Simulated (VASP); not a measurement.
Ga4As3P: relaxation of cell and atoms with PBE

The system is Ga4As3P.

```xyz
8
Lattice="3.9746 -0.0324 0.0119 -0.0324 3.9404 0.0358 0.0336 0.1014 11.0622" Properties=species:S:1:pos:R:3 pbc="T T T"
Ga    1.9475    4.1213    6.8024
Ga   -0.1539    2.0738    9.6656
Ga    2.0943    3.9895    1.5952
Ga    3.9879    1.9540    4.3691
P    -0.0256   -0.0387    5.4598
As   -0.0640    0.0170   -0.0363
As    2.0792    2.0513    2.7381
As    2.0465    1.8514    8.3029
```

```
Program                : VASP 6.6.1
Task                   : relaxation of cell and atoms
Functional             : PBE
Potentials or basis    : VASP PAW PBE potentials, release 64 (Ga_d, P, As)
Cutoff                 : 600 eV
k mesh                 : 4 × 4 × 2
Occupations            : gaussian, width 0.1 eV
Spin                   : no spin polarisation
Dipole correction      : no
Further INCAR settings : ALGO = Normal; EDIFF = 1e-06; IBRION = 2; EDIFFG = -0.025; NSW = 80; ISIF = 3
```

The relaxed volume is 22.99 Å³/atom. The relaxed cell is a = 4.043 Å, b = 4.042 Å, c = 11.256 Å, α = 89.98°, β = 89.97°, γ = 90.01° and the space group after relaxing (to 0.05 Å) is P-4m2 (No. 115). The energy gained by relaxing is 183.8 meV/atom. The ionic steps are 20. The pressure after relaxing is 0.1 GPa. The largest force after relaxing is 0.023 eV/Å and the band gap on the k mesh is 0.44 eV, direct.

Forces on the atoms (eV/Å):
```
Ga  -0.013 -0.006 -0.014
Ga   0.003 -0.006 -0.012
Ga  -0.022 -0.002  0.002
Ga  -0.003 -0.009  0.001
P    0.009  0.006 -0.009
As   0.018  0.000  0.015
As   0.004 -0.001  0.010
As   0.005  0.018  0.007
```

Stress tensor (GPa, compression positive):
```
 0.03  0.01 -0.05
 0.01  0.09  0.00
-0.05  0.00  0.06
```

The path:
| step | energy change (eV) | largest force (eV/Å) | pressure (GPa) | volume (Å³) |
| --- | --- | --- | --- | --- |
| 1 | 0.0000 | 3.1578 | 6.68 | 173.22 |
| 2 | -1.1251 | 0.9496 | -3.09 | 196.76 |
| 3 | -1.1728 | 1.0556 | -1.92 | 192.03 |
| 4 | -1.4000 | 0.4845 | -0.90 | 186.94 |
| 5 | -1.4309 | 0.4005 | -0.10 | 184.44 |
| 6 | -1.4495 | 0.1643 | 0.12 | 183.74 |
| 7 | -1.4513 | 0.1618 | 0.22 | 183.44 |
| 8 | -1.4562 | 0.1005 | -0.07 | 184.26 |
| 9 | -1.4570 | 0.1299 | -0.27 | 184.73 |
| 10 | -1.4607 | 0.1138 | -0.07 | 184.32 |
| 11 | -1.4627 | 0.1079 | 0.11 | 183.82 |
| 12 | -1.4657 | 0.0609 | -0.02 | 184.06 |
| 13 | -1.4666 | 0.0646 | -0.07 | 184.23 |
| 14 | -1.4667 | 0.0769 | -0.11 | 184.32 |
| 15 | -1.4681 | 0.0666 | 0.07 | 183.91 |
| 16 | -1.4682 | 0.0698 | 0.11 | 183.82 |
| 17 | -1.4696 | 0.0370 | -0.03 | 184.11 |
| 18 | -1.4697 | 0.0393 | -0.06 | 184.18 |
| 19 | -1.4697 | 0.0425 | -0.06 | 184.21 |
| 20 | -1.4701 | 0.0232 | 0.06 | 183.94 |

Final structure:
```
CELL_PARAMETERS angstrom
4.04291 -0.00079 0.00101
0.00016 4.04205 -0.00020
0.00339 0.00351 11.25569
ATOMIC_POSITIONS crystal
Ga 0.50041 0.99911 0.61822
Ga 0.99894 0.50052 0.87258
Ga 0.50082 0.00040 0.12731
Ga 0.00014 0.50040 0.38198
P 0.00019 0.99999 0.50017
As 0.00016 0.00042 0.99983
As 0.50017 0.50031 0.25457
As 0.49917 0.49884 0.74535
```

Levels at points of the mesh, in eV from the valence-band top:
```
           k point  band 34  band 35  band 36  band 37  band 38  band 39
(0.00, 0.00, 0.00)    -0.05    -0.05     0.00     0.44     1.43     1.47
(0.50, 0.00, 0.00)    -1.07    -1.05    -1.03     0.97     0.98     2.48
(0.00, 0.50, 0.00)    -1.06    -1.05    -1.03     0.97     0.98     2.48
(0.50, 0.50, 0.00)    -2.53    -2.53    -2.49     1.45     1.70     1.72
(0.00, 0.00, 0.50)    -0.77    -0.57    -0.57     1.29     1.45     2.11
(0.50, 0.00, 0.50)    -1.09    -1.07    -1.06     1.84     2.04     2.04
(0.00, 0.50, 0.50)    -1.09    -1.07    -1.06     1.84     2.04     2.04
(0.50, 0.50, 0.50)    -2.94    -2.86    -2.84     2.48     2.62     2.67
```

Wall time 21 min on 1 thread of Intel(R) Xeon(R) Platinum 8488C (Sapphire Rapids), on a shared host, peak memory 0.4 GiB.

Expect the measured gap to be larger: semilocal functionals such as PBE lack the derivative discontinuity.
